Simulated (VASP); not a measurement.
Input of a VASP 6.6.1 run:

INCAR

```
SYSTEM = Ta2N
PREC     = Accurate       ! precision mode
ENCUT    = 520            ! plane-wave cutoff, eV
EDIFF    = 1E-6           ! SCF threshold, eV
ISMEAR   = 0              ! smearing method
SIGMA    = 0.15           ! smearing width, eV
LREAL    = .False.        ! projectors in reciprocal space
LASPH    = .True.         ! aspherical terms in the spheres
NELM     = 100            ! most SCF steps
ALGO     = Normal         ! electronic algorithm
ISIF     = 2              ! what is computed and relaxed
LWAVE    = .False.        ! write WAVECAR
LCHARG   = .False.        ! write CHGCAR
GGA      = PE             ! functional
NBANDS   = 50             ! bands
```

File KPOINTS:

```
regular mesh
0
Gamma
  9 9 8
  0 0 0
```

File POSCAR:

```
Ta2N
1.0
    5.3869773103      0.0000000000      0.0000000000
   -2.6934886551      4.6652592004      0.0000000000
    0.0000000000      0.0000000000      4.8224220882
Ta N
6 3
Direct
    0.6670723593      0.6670723593      0.7528547364
    0.0000000000      0.3329276407      0.7528547364
    0.3329276407      0.0000000000      0.7528547364
    0.3329276407      0.3329276407      0.2471452636
    0.0000000000      0.6670723593      0.2471452636
    0.6670723593      0.0000000000      0.2471452636
    0.6666666667      0.3333333333      0.5000000000
    0.3333333333      0.6666666667      0.5000000000
    0.0000000000      0.0000000000      0.0000000000
```

Potentials or basis: VASP PAW PBE potentials, release 64 (Ta_pv, N).

Launch:

```bash
$ cat potpaw_PBE.64/Ta_pv/POTCAR potpaw_PBE.64/N/POTCAR > POTCAR
$ mpirun -np 1 vasp_std > vasp.out
```

(1) What does it give for the pressure?

(2) What does it give for the band gap on the k mesh?

(3) Estimate the largest force.

Results:

(1) 0.9 GPa.

(2) zero (an odd number of electrons rules out a gap without spin polarisation).

(3) 0.040 eV/Å.

Caveat: spin-orbit coupling is left out, which moves the levels of the heavy elements.
